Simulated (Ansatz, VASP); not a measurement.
## BN in VASP and in Ansatz

```
B N
1.0
     2.41600    0.00000    0.00000
    -1.20800    2.09232    0.00000
     0.00000    0.00000   26.00000
B N
1 1
Direct
  0.00000 0.00000 0.51648
  0.66667 0.33333 0.48352
```

Alike in both runs: task single point; functional PBE; dispersion D3(BJ); k mesh 12 × 12 × 1; occupations gaussian, width 0.02 eV; no spin polarisation.

|  | VASP | Ansatz |
| --- | --- | --- |
| version | VASP 6.6.1 | Ansatz 0.2.0 |
| potentials or method | VASP PAW PBE potentials, release 64 (B, N), cutoff 520 eV | scalar-relativistic, plane waves, PAW |
| valence electrons in the cell | 8 | 8 |

```csv
,VASP,Ansatz,Ansatz less VASP
gap on the k mesh at the Fermi level (eV),none,none,-
rms of the force components (eV/Å),4.456,4.446,-0.0103
"work function, face that differs most (eV)",4.45,4.46,+0.012
```

Atom by atom the forces differ by 0.010 eV/Å (rms over components). A gap of «none» marks a metal or a gap that the smearing closes.
